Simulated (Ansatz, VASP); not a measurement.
## Cr: VASP beside Ansatz

INCAR

```
ALGO     = Normal         # electronic algorithm
EDIFF    = 1E-6           # SCF threshold, eV
ENCUT    = 520            # plane-wave cutoff, eV
GGA      = CA             # functional
ISIF     = 2              # what is computed and relaxed
ISMEAR   = 1              # smearing method
LASPH    = True           # aspherical terms in the spheres
LCHARG   = False          # write CHGCAR
LREAL    = False          # projectors in reciprocal space
LWAVE    = False          # write WAVECAR
NBANDS   = 12             # bands
NELM     = 100            # most SCF steps
PREC     = Accurate       # precision mode
SIGMA    = 0.2            # smearing width, eV
```

File KPOINTS:

```
k-points
0
Gamma
  16 16 16
```

Contents of POSCAR:

```
Cr
1.0
   -1.3942485114      1.3942485114      1.3942485114
    1.3942485114     -1.3942485114      1.3942485114
    1.3942485114      1.3942485114     -1.3942485114
Cr
1
Direct
    0.0000000000      0.0000000000      0.0000000000
```

Input for Ansatz:

```yaml
crystal:
  lattice:
    - [-1.3942485114, 1.3942485114, 1.3942485114]
    - [1.3942485114, -1.3942485114, 1.3942485114]
    - [1.3942485114, 1.3942485114, -1.3942485114]
  atoms:
    - { symbol: Cr, position: [0.0, 0.0, 0.0] }
hamiltonian:
  xc: lda
  pseudopotentials:
    kind: paw
    azcp:
      Cr: "pseudopotentials/Cr.paw.azcp"
basis:
  ecutwfc: 420
  fft_grid_basis: typed
kpoints:
  mp_grid: { grid: [16, 16, 16], shift: [0, 0, 0] }
magnetization:
  spin_polarized: false
scf:
  occupations: { method: methfessel_paxton, width: 0.2 }
  lower_state_search: "off"
output:
  stress: true
  write_density: true
  write_potential: true
  elf: true
  volumetric_format: npy
```

Alike in both runs: task single point; functional LDA; k mesh 16 × 16 × 16; occupations methfessel-paxton of order 1, width 0.2 eV; no spin polarisation.

|  | VASP | Ansatz |
| --- | --- | --- |
| version | VASP 6.6.1 | Ansatz 0.2.0 |
| potentials or method | VASP PAW LDA potentials, release 64 (Cr_pv), cutoff 520 eV | plane waves (420 eV) with PAW, scalar-relativistic |
| valence electrons in the cell | 12 | 14 |

VASP gave:

```
pressure (GPa) : 0.0
```

Task: Which values does Ansatz return?

Result: Pressure (GPa): -0.1.

Ansatz warns that its potentials were made for another functional, while VASP's fit it. LDA's correlation is that of Perdew and Zunger in VASP and of Perdew and Wang (1992) in Ansatz. VASP's potentials hold 12 valence electrons a cell and Ansatz's 14, so a difference there can come from the potentials and not from the codes.
